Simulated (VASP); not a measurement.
Runs of VASP 6.6.1 on HfN. The structure is that of space group I-4m2 (No. 119), or close to it. The cells are those of the table. 

```tsv
cell	gap on the mesh (eV)	pressure (GPa)
a = 3.431, b = 3.431, c = 3.298 Å, angles 61.3, 61.3, 57.5°, 2 atoms	none	(a)
a = 3.431, b = 3.431, c = 3.558 Å, angles 58.8, 58.8, 62.5°, 2 atoms	none	-10.0
a = 3.476, b = 3.476, c = 3.298 Å, angles 61.7, 61.7, 56.6°, 2 atoms	none	0.2
a = 3.517, b = 3.517, c = 3.385 Å, angles 61.2, 61.2, 57.5°, 2 atoms	none	-9.9
a = 3.386, b = 3.386, c = 3.472 Å, angles 59.2, 59.2, 61.7°, 2 atoms	none	(b)
```

Alike in all rows: task single point; level LDA; potentials or basis VASP PAW LDA potentials, release 64 (Hf_pv, N); no spin polarisation; k mesh 16 × 16 × 16; cutoff (eV) 520; smearing gaussian 0.15 eV.

Problem. Fill in the values left out.

Solution. (a) 6.0; (b) 0.0.

Caveats: spin-orbit coupling is left out, which moves the levels of the heavy elements; the stress differs along the axes, from -3 to 10 GPa (at least some runs); the stress differs along the axes, from -13 to -3 GPa (at least some runs); the stress differs along the axes, from -11 to 6 GPa (at least some runs); the stress differs along the axes, from -18 to -6 GPa (at least some runs); the stress differs along the axes, from -2 to 5 GPa (at least some runs).

A k mesh can miss the band edges, and the runs leave out spin-orbit coupling on Hf.

A gap of «none» marks levels without a gap at the run's occupations.
